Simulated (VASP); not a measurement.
## TiAl: single point with PBE

The system is TiAl.

```
CELL_PARAMETERS angstrom
2.95300 0.00000 0.00000
-1.47650 2.55737 0.00000
0.00000 0.00000 4.64841
ATOMIC_POSITIONS crystal
Ti 0.00000 0.00000 0.00000
Al 0.33333 0.66667 0.50000
```

```yaml
Program: VASP 6.6.1
Task: single point
Functional: PBE
Potentials_or_basis: VASP PAW PBE potentials, release 64 (Ti_sv, Al)
Cutoff: 520 eV
k_mesh: 18 × 18 × 10
Occupations: gaussian, width 0.15 eV
Spin: no spin polarisation
```

The pressure is -4.5 GPa.

Stress tensor (GPa, compression positive):
```
-5.16  0.00  0.00
 0.00 -5.16  0.00
 0.00  0.00 -3.16
```

Levels at points of the mesh, in eV from the Fermi level:
| k point | band 6 | band 7 | band 8 | band 9 | band 10 | band 11 |
| --- | --- | --- | --- | --- | --- | --- |
| (0.00, 0.00, 0.00) | -2.09 | -1.53 | 1.18 | 1.18 | 2.49 | 2.49 |
| (0.50, 0.00, 0.00) | -2.87 | -1.37 | -0.84 | 1.89 | 3.56 | 3.84 |
| (0.00, 0.00, 0.50) | -5.08 | -0.22 | 1.20 | 1.20 | 2.40 | 2.40 |
| (0.50, 0.00, 0.50) | -2.31 | -1.71 | 0.39 | 0.96 | 1.66 | 2.98 |

Wall time 58 s on 1 thread of AMD EPYC 9R45 96-Core Processor (Zen 5), on a shared host, peak memory 0.21 GiB.
